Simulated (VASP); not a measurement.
Runs of VASP 6.6.1 on HfIn4SiO6. Symmetry: P312, No. 149, trigonal system. The conventional cell has a = 5.277 Å, b = 5.277 Å, c = 10.559 Å, α = 90.00°, β = 90.00°, γ = 120.00°. Hf (site symmetry 32) has 6 O at 2.10 Å within 2.8 Å. In (site symmetry 3) has 3 O at 2.62 Å and 3 In at 3.20 Å and 1 Si at 3.21 Å within 3.5 Å. Within 3.3 Å of In (site symmetry 3) lie 3 O at 2.32 Å and 3 In at 3.20 Å. Within 2.4 Å of Si (site symmetry 32) lie 6 O at 1.83 Å. Within 2.8 Å of O (site symmetry 1) lie 1 Si at 1.83 Å and 1 Hf at 2.10 Å and 2 In at 2.32 to 2.62 Å and 4 O at 2.47 to 2.72 Å. 

```csv
task,level,cell,k mesh,cutoff (eV),grid for exact exchange (PRECFOCK),share of exact exchange,screening parameter,gap on the mesh (eV),pressure (GPa),largest force (eV/Å)
single point,HSE06,as given,3 × 3 × 1,520,Fast,0.25,0.2079 1/Å,0.22,-3.3,0.35
relaxation of cell and atoms,RPBE,relaxed,4 × 4 × 2,600,-,-,-,(a),0.0,0.01
single point,B3LYP,as given,3 × 3 × 1,520,Fast,0.2,-,0.91,-0.5,0.18
single point,PBE0,as given,3 × 3 × 1,520,Fast,0.25,-,0.92,-3.3,0.37
single point,r2SCANh,as given,3 × 3 × 1,520,Fast,0.1,-,(b),-4.0,0.37
```

Alike in all rows: potentials or basis VASP PAW PBE potentials, release 64 (Hf_pv, In_d, Si, O); no spin polarisation; smearing fermi-dirac 0.05 eV.

Problem. Fill in the values left out.

Solution. (a) 0.63; (b) 0.34.

Caveats: some runs use coarse meshes; the PAW data sets were made with another functional, which shifts forces and pressure a little; spin-orbit coupling is left out, which moves the levels of the heavy elements; semilocal functionals underestimate gaps, and a narrow one can read as zero (at least some runs).

A k mesh can miss the band edges, and the runs leave out spin-orbit coupling on Hf, In.
